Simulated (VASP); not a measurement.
Set up this calculation in VASP 6.6.1, as the native input.

- Task: single point
- Functional: PBEsol
- Potentials or basis: VASP PAW PBE potentials, release 64 (Ge_d)
- Cutoff: 520 eV
- k mesh: 8 × 8 × 4
- Occupations: fermi-dirac, width 0.05 eV
- Spin: no spin polarisation
- Dipole correction: no
- Further INCAR settings: ALGO = Normal; EDIFF = 1e-07; NBANDS = 36

The structure of Ge lies in POSCAR:

```
Ge
1.0
    3.9139804990      0.0000000000      0.0000000000
   -1.9569902495      3.3896065420      0.0000000000
    0.0000000000      0.0000000000      6.4531175016
Ge
4
Direct
    0.3333333333      0.6666666667      0.9370325543
    0.6666666667      0.3333333333      0.4370325543
    0.3333333333      0.6666666667      0.5629674457
    0.6666666667      0.3333333333      0.0629674457
```

This isn't the form of Ge at room conditions, which is diamond.

These files were run (other wordings do the same):

INCAR

```
SYSTEM = Ge
ALGO = Normal
EDIFF = 1E-7
ENCUT = 520
GGA = PS
ISIF = 2
ISMEAR = -1
LASPH = .True.
LCHARG = .True.
LELF = .True.
LREAL = .False.
LVHAR = .True.
LWAVE = .False.
NBANDS = 36
NELM = 100
PREC = Accurate
SIGMA = 0.05
```

KPOINTS

```
k-points
0
Gamma
  8 8 4
  0 0 0
```

Potentials or basis: VASP PAW PBE potentials, release 64 (Ge_d).

Launch:

```bash
$ cat potpaw_PBE.64/Ge_d/POTCAR > POTCAR
$ mpirun -np 1 vasp_std > vasp.out
```

Results of the run:

```
Pressure               : 4.9 GPa
Band gap on the k mesh : zero (filled and empty bands touch)
```

Caveat: the cell stands under pressure; semilocal functionals underestimate gaps, and a narrow one can read as zero; the PAW data sets were made with another functional, which shifts forces and pressure a little.

It took 2.2 min on 1 thread of Intel Xeon 8259CL (shared host), peak memory 0.23 GiB.
